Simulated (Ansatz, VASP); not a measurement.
## Ge in VASP and in Ansatz

POSCAR

```
Ge
1.0
    0.0000000000      2.8375041525      2.8375041525
    2.8375041525      0.0000000000      2.8375041525
    2.8375041525      2.8375041525      0.0000000000
Ge
2
Direct
    0.0000000000      0.0000000000      0.0000000000
    0.2500000000      0.2500000000      0.2500000000
```

File INCAR.step1:

```
  PREC = Accurate
  ENCUT = 520
  ISMEAR = 0
  SIGMA = 0.02
  LREAL = F
  LASPH = T
  NELM = 80
  NBANDS = 21
  GGA = PE
  ALGO = Normal
  EDIFF = 1E-4
  LWAVE = T
  LCHARG = F
```

File INCAR.step2:

```
  PREC = Accurate
  ENCUT = 520
  EDIFF = 1E-7
  ISMEAR = 0
  SIGMA = 0.02
  LREAL = F
  LASPH = T
  NELM = 80
  ALGO = Normal
  ISIF = 2
  LWAVE = F
  LCHARG = F
  METAGGA = R2SCAN
  LMIXTAU = T
  NBANDS = 21
  ISTART = 1
```

Contents of KPOINTS:

```
Automatic mesh
0
Gamma
  12 12 12
```

Input for Ansatz:

```yaml
crystal:
  lattice:
    - [0.0, 2.8375041525, 2.8375041525]
    - [2.8375041525, 0.0, 2.8375041525]
    - [2.8375041525, 2.8375041525, 0.0]
  atoms:
    - { symbol: Ge, position: [0.0, 0.0, 0.0] }
    - { symbol: Ge, position: [0.25, 0.25, 0.25] }
basis:
  ecutwfc: 500
kpoints:
  mp_grid: { grid: [12, 12, 12] }
  band_path:
    path:
      - [[0.0, 0.0, 0.0], [0.5, 0.0, 0.5], [0.625, 0.25, 0.625]]
      - [[0.375, 0.375, 0.75], [0.0, 0.0, 0.0], [0.5, 0.5, 0.5], [0.5, 0.25, 0.75], [0.5, 0.0, 0.5]]
    npoints: 14
hamiltonian:
  xc: r2scan
scf:
  occupations: { method: gaussian, width: 0.02 }
  n_extra_bands: 6
output:
  forces: true
  stress: true
  eigenvalues: true
  populations: true
  dos: { projected: true, de: 0.02, nscf_kmesh: { grid: [18, 18, 18] } }
  bader: true
```

Alike in both runs: task single point; functional r2SCAN; k mesh 12 × 12 × 12; occupations gaussian, width 0.02 eV; no spin polarisation.

|  | VASP | Ansatz |
| --- | --- | --- |
| version | VASP 6.6.1 | Ansatz 0.2.0 |
| potentials or method | VASP PAW PBE potentials, release 64 (Ge_d), cutoff 520 eV | scalar-relativistic, plane waves, PAW |
| valence electrons in the cell | 28 | 28 |

VASP gave:

```
gap on the k mesh at the Fermi level (eV) : 0.32
least direct gap on the mesh (eV)         : 0.32
pressure (GPa)                            : 0.0
```

Q: Which values does Ansatz return?

A: gap on the k mesh at the Fermi level (eV): 0.35; least direct gap on the mesh (eV): 0.35; pressure (GPa): 0.0.

VASP's potentials were made for PBE, not for r2SCAN.
